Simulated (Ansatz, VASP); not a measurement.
Ni in VASP and in Ansatz

```
Ni
1.0
     0.00000    1.75862    1.75862
     1.75862    0.00000    1.75862
     1.75862    1.75862    0.00000
Ni
1
Direct
  0.50000 0.50000 0.50000
```

Alike in both runs: task relaxation of cell and atoms; functional PBE; k mesh 26 × 26 × 26; occupations gaussian, width 0.1 eV; collinear spin.

|  | VASP | Ansatz |
| --- | --- | --- |
| version | VASP 6.6.1 | Ansatz 0.2.0 |
| potentials or method | VASP PAW PBE potentials, release 64 (Ni), cutoff 600 eV | scalar-relativistic, plane waves, PAW |
| valence electrons in the cell | 10 | 18 |

```csv
,VASP,Ansatz,Ansatz less VASP
"gap on the k mesh at the Fermi level, each at its own relaxed structure (eV)",none,none,-
net moment per atom (μB),0.63,0.64,+0.020
size of the moment on the site where the two differ most (μB),0.64,0.68,+0.047
relaxed volume (Å³/atom),10.88,10.89,+0.016
relaxed cell length with the largest relative difference (Å),2.487,2.488,+0.0012
```

Site moments also hang on the region over which each program counts them. A gap of «none» marks a metal or a gap that the smearing closes. VASP's potentials hold 10 valence electrons a cell and Ansatz's 18, so a difference there can come from the potentials and not from the codes.

Noted on VASP's run: the relaxation stopped at its first step, so nothing moved.
